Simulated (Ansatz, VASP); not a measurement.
# C in VASP and in Ansatz

```
C
1.0
     0.00000    1.78576    1.78576
     1.78576    0.00000    1.78576
     1.78576    1.78576    0.00000
C
2
Direct
  0.00000 0.00000 0.00000
  0.25000 0.25000 0.25000
```

Alike in both runs: functional PBE; k mesh 12 × 12 × 12; occupations gaussian, width 0.02 eV; no spin polarisation.

Ansatz relaxed the structure, and its values are those at the end. VASP's run is a single point on that final structure, the one shown.

|  | VASP | Ansatz |
| --- | --- | --- |
| version | VASP 6.6.1 | Ansatz 0.2.0 |
| potentials or method | VASP PAW PBE potentials, release 64 (C), cutoff 520 eV | scalar-relativistic, plane waves, PAW |
| valence electrons in the cell | 8 | 8 |

VASP gave:

```
gap on the k mesh at the Fermi level (eV) : 4.14
least direct gap on the mesh (eV)         : 5.58
pressure (GPa)                            : 0.7
```

Q: Which values does Ansatz return?

A: gap on the k mesh at the Fermi level (eV): 4.15; least direct gap on the mesh (eV): 5.58; pressure (GPa): 0.0.

With one functional, cell and mesh, what is left measures potentials, basis and numerics.
